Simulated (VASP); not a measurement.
Crystal: Si.

```xyz
4
Lattice="-3.3254 3.3254 1.9224 3.3254 -3.3254 1.9224 3.3254 3.3254 -1.9224" Properties=species:S:1:pos:R:3 pbc="T T T"
Si    1.1892    1.1892    0.0000
Si    2.1363    2.1363    1.9224
Si    2.1363   -2.1363    1.9224
Si   -2.1363    2.1363    1.9224
```

Base run:

```yaml
Program: VASP 6.6.1
Functional: LDA
Potentials_or_basis: VASP PAW LDA potentials, release 64 (Si)
Cutoff: 520 eV
k_mesh: 10 × 10 × 10
Occupations: gaussian, width 0.03 eV
Spin: no spin polarisation
```

Its results: band gap on the k mesh 0.26 eV, indirect (least direct gap 0.28 eV); pressure -1.8 GPa; largest force 0.021 eV/Å.

Task: The run is repeated on the same cell with these changes: k mesh from 10 × 10 × 10 to 12 × 12 × 12; further incar settings from ALGO = Normal; EDIFF = 1e-07; NBANDS = 16 to ALGO = Normal; EDIFF = 1e-06; NBANDS = 16. What comes out?

Result: Band gap on the k mesh 0.15 eV, indirect (least direct gap 0.28 eV); pressure -1.8 GPa; largest force 0.021 eV/Å.

A k mesh can miss the band edges.
